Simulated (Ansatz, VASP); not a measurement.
## ScAl3: VASP beside Ansatz

INCAR

```
PREC = Accurate
ENCUT = 600
EDIFF = 1E-6
ISMEAR = -1
SIGMA = 0.05
LREAL = F
LASPH = T
NELM = 60
ALGO = Fast
ISIF = 3
LWAVE = F
LCHARG = F
GGA = PS
IVDW = 13
IBRION = 2
NSW = 60
EDIFFG = -0.01
```

The input KPOINTS:

```
Automatic mesh
0
Gamma
  7 7 7
```

File POSCAR:

```
ScAl3
1.0
    4.0878065700      0.0000000000      0.0000000000
    0.0000000000      4.0878065700      0.0000000000
    0.0000000000      0.0000000000      4.0878065700
Sc Al
1 3
Direct
    0.0000000000      0.0000000000      0.0000000000
    0.5000000000      0.5000000000      0.0000000000
    0.0000000000      0.5000000000      0.5000000000
    0.5000000000      0.0000000000      0.5000000000
```

Contents of input.yaml:

```yaml
crystal:
  lattice:
    - [4.08780657, 0.0, 0.0]
    - [0.0, 4.08780657, 0.0]
    - [0.0, 0.0, 4.08780657]
  atoms:
    - { symbol: Sc, position: [0.0, 0.0, 0.0] }
    - { symbol: Al, position: [0.5, 0.5, 0.0] }
    - { symbol: Al, position: [0.0, 0.5, 0.5] }
    - { symbol: Al, position: [0.5, 0.0, 0.5] }
hamiltonian:
  xc: pbesol
  pseudopotentials: { kind: paw }
  dispersion: d4
kpoints:
  mp_grid: { grid: [7, 7, 7] }
scf:
  occupations: { method: fermi_dirac, width: 0.05 }
output:
  forces: true
  stress: true
  eigenvalues: true
relax:
  f_tol: 0.01
  max_steps: 40
  cell: { stress_tol: 0.05 }
```

Alike in both runs: task relaxation of cell and atoms; functional PBEsol; dispersion D4; k mesh 7 × 7 × 7; occupations fermi-dirac, width 0.05 eV; no spin polarisation.

|  | VASP | Ansatz |
| --- | --- | --- |
| version | VASP 6.6.1 | Ansatz 0.2.0 |
| potentials or method | VASP PAW PBE potentials, release 64 (Sc_sv, Al) | Ansatz PAW |
| plane-wave cutoff (eV) | 600 | 420 |
| valence electrons in the cell | 20 | 20 |

|  | VASP | Ansatz | Ansatz less VASP |
| --- | --- | --- | --- |
| gap on the k mesh at the Fermi level, each at its own relaxed structure (eV) | none | none | - |
| relaxed volume (Å³/atom) | 16.56 | 16.54 | -0.024 |
| relaxed cell length with the largest relative difference (Å) | 4.046 | 4.044 | -0.0019 |

VASP's potentials were made for PBE, not for PBEsol. A gap of «none» marks a metal or a gap that the smearing closes.

Noted on Ansatz's run: the plane-wave basis is chosen anew once the cell has moved, so the energies of steps on either side of that aren't comparable.
